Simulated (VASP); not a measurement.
The system is Bi.

```
CELL_PARAMETERS angstrom
-1.98143 1.98143 1.98143
1.98143 -1.98143 1.98143
1.98143 1.98143 -1.98143
ATOMIC_POSITIONS crystal
Bi 0.00000 0.00000 0.00000
```

* Program: VASP 6.6.1
* Task: relaxation of cell and atoms
* Functional: PBE
* Dispersion: D4
* Potentials or basis: VASP PAW PBE potentials, release 64 (Bi_d)
* Cutoff: 600 eV
* k mesh: 9 × 9 × 9
* Occupations: fermi-dirac, width 0.05 eV
* Spin: no spin polarisation

At the start: pressure -1.7 GPa; volume 31.12 Å³/atom.

Task: How do energy, volume and symmetry change on relaxing?

Result: Over 3 steps the energy falls by 5.3 meV/atom and the volume is 30.17 Å³/atom (-3.1 %); space group Im-3m (No. 229, to 0.05 Å).

Step by step:
```csv
step,energy change (eV),largest force (eV/Å),pressure (GPa),volume (Å³)
1,0.0000,0.0000,-1.73,31.12
2,-0.0035,0.0000,1.10,29.63
3,-0.0053,0.0000,0.00,30.17
```

Final structure:
```cif
data_structure
_symmetry_space_group_name_H-M 'P 1'
_symmetry_Int_Tables_number 1
_cell_length_a 3.3966
_cell_length_b 3.3966
_cell_length_c 3.3966
_cell_angle_alpha 109.471
_cell_angle_beta 109.471
_cell_angle_gamma 109.471
_cell_volume 30.17
loop_
_atom_site_label
_atom_site_type_symbol
_atom_site_fract_x
_atom_site_fract_y
_atom_site_fract_z
_atom_site_occupancy
Bi1 Bi 0.00000 0.00000 0.00000 1
```

Caveat: pairwise dispersion overbinds metals, which lowers pressure and volume.
